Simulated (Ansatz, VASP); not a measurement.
# One calculation of Te2Mo, two programs

Contents of INCAR:

```
SYSTEM = Te2Mo
  ALGO = Normal
  EDIFF = 1E-6
  ENCUT = 520
  ISIF = 2
  ISMEAR = 0
  LASPH = .TRUE.
  LCHARG = .FALSE.
  LREAL = .FALSE.
  LWAVE = .FALSE.
  NBANDS = 20
  NELM = 60
  PREC = Accurate
  SIGMA = 0.05
```

The input KPOINTS:

```
k-points
0
G
  12 12 2
  0 0 0
```

The input POSCAR:

```
Te2Mo
1.0
    3.4178235014      0.0000000000      0.0000000000
   -1.7089117507      2.9599219779      0.0000000000
    0.0000000000      0.0000000000     17.5240578200
Te Mo
2 1
Direct
    0.3333333333      0.6666666667      0.8978554500
    0.3333333333      0.6666666667      0.1021445500
    0.0000000000      0.0000000000      0.0000000000
```

Input for Ansatz:

```yaml
crystal:
  lattice:
    - [3.4178235014, 0.0, 0.0]
    - [-1.7089117507, 2.9599219779, 0.0]
    - [0.0, 0.0, 17.52405782]
  atoms:
    - { symbol: Te, position: [0.3333333333, 0.6666666667, 0.89785545] }
    - { symbol: Te, position: [0.3333333333, 0.6666666667, 0.10214455] }
    - { symbol: Mo, position: [0.0, 0.0, 0.0] }
basis:
  ecutwfc: 420
kpoints:
  mp_grid: { grid: [12, 12, 2] }
hamiltonian:
  xc: lda
scf:
  occupations: { method: gaussian, width: 0.05 }
output:
  forces: true
  stress: true
  eigenvalues: true
```

Change from the starting cell: strain -0.040 along x and y, +0.000 along z, atoms carried along.

Alike in both runs: task single point; functional LDA; k mesh 12 × 12 × 2; occupations gaussian, width 0.05 eV; no spin polarisation.

|  | VASP | Ansatz |
| --- | --- | --- |
| version | VASP 6.6.1 | Ansatz 0.2.0 |
| potentials or method | VASP PAW LDA potentials, release 64 (Te, Mo_sv), cutoff 520 eV | scalar-relativistic, plane waves, PAW |
| valence electrons in the cell | 26 | 46 |

Ansatz gave:

```
gap on the k mesh at the Fermi level (eV) : 1.33
least direct gap on the mesh (eV)         : 1.35
rms of the force components (eV/Å)        : 0.173
```

Question: Which values does VASP return?

Answer: gap on the k mesh at the Fermi level (eV): 1.33; least direct gap on the mesh (eV): 1.35; rms of the force components (eV/Å): 0.202.

LDA's correlation is that of Perdew and Zunger in VASP and of Perdew and Wang (1992) in Ansatz. Atom by atom the forces differ by 0.029 eV/Å (rms over components). VASP's potentials hold 26 valence electrons a cell and Ansatz's 46, so a difference there can come from the potentials and not from the codes.

Spin-orbit coupling is off throughout.
